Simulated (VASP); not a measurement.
Mg:

```
CELL_PARAMETERS angstrom
-2.76221 2.76221 1.50684
2.76221 -2.76221 1.50684
2.76221 2.76221 -1.50684
ATOMIC_POSITIONS crystal
Mg 0.00000 0.00000 0.00000
Mg 0.75000 0.25000 0.50000
```

- Program: VASP 6.6.1
- Task: relaxation of cell and atoms
- Functional: PBEsol
- Potentials or basis: VASP PAW PBE potentials, release 64 (Mg)
- Cutoff: 600 eV
- k mesh: 20 × 20 × 20
- Occupations: gaussian, width 0.1 eV
- Spin: no spin polarisation

At the start: pressure 2.8 GPa; volume 22.99 Å³/atom.

**Question.** How do energy, volume and symmetry change on relaxing?

**Answer.** Over 6 steps the energy falls by 23.4 meV/atom and the volume is 25.11 Å³/atom (+9.2 %); space group I4_1/amd (No. 141, to 0.1 Å) before and after.

The path:
| step | energy change (eV) | largest force (eV/Å) | pressure (GPa) | volume (Å³) |
| --- | --- | --- | --- | --- |
| 1 | 0.0000 | 0.0000 | 2.83 | 45.99 |
| 2 | -0.0395 | 0.0000 | 0.84 | 48.74 |
| 3 | -0.0456 | 0.0000 | -0.30 | 50.75 |
| 4 | -0.0457 | 0.0000 | -0.18 | 50.51 |
| 5 | -0.0465 | 0.0000 | -0.08 | 50.35 |
| 6 | -0.0467 | 0.0000 | 0.00 | 50.23 |

Final structure:
```
Mg
1.0
    -2.88691    2.88691    1.50662
     2.88691   -2.88691    1.50662
     2.88691    2.88691   -1.50662
Mg
2
Direct
  0.00000 0.00000 0.00000
  0.75000 0.25000 0.50000
```

Caveat: the PAW data sets were made with another functional, which shifts forces and pressure a little.
